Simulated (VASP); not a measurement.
The system is SrO.

```
Sr O
1.0
     0.00000    2.56630    2.56630
     2.56630    0.00000    2.56630
     2.56630    2.56630    0.00000
Sr O
1 1
Direct
  0.50000 0.50000 0.50000
  0.00000 0.00000 0.00000
```

| Item | Value |
| --- | --- |
| Program | VASP 6.6.1 |
| Task | relaxation of cell and atoms |
| Functional | revPBE |
| Potentials or basis | VASP PAW PBE potentials, release 64 (Sr_sv, O) |
| Cutoff | 600 eV |
| k mesh | 9 × 9 × 9 |
| Occupations | fermi-dirac, width 0.05 eV |
| Spin | no spin polarisation |

At the start: pressure 6.1 GPa; volume 16.90 Å³/atom.

How do energy, volume and symmetry change on relaxing?

Over 3 steps the energy falls by 21.1 meV/atom and the volume is 18.08 Å³/atom (+7.0 %); space group Fm-3m (No. 225, to 0.1 Å) before and after.

The path:
```tsv
step	energy change (eV)	largest force (eV/Å)	pressure (GPa)	volume (Å³)
1	0.0000	0.0000	6.10	33.80
2	-0.0373	0.0000	-1.76	37.05
3	-0.0423	0.0000	0.02	36.16
```

Final structure:
```cif
data_structure
_symmetry_space_group_name_H-M 'P 1'
_symmetry_Int_Tables_number 1
_cell_length_a 3.7118
_cell_length_b 3.7118
_cell_length_c 3.7118
_cell_angle_alpha 60.000
_cell_angle_beta 60.000
_cell_angle_gamma 60.000
_cell_volume 36.16
loop_
_atom_site_label
_atom_site_type_symbol
_atom_site_fract_x
_atom_site_fract_y
_atom_site_fract_z
_atom_site_occupancy
Sr1 Sr 0.50000 0.50000 0.50000 1
O1 O 0.00000 0.00000 0.00000 1
```

Caveat: the PAW data sets were made with another functional, which shifts forces and pressure a little.
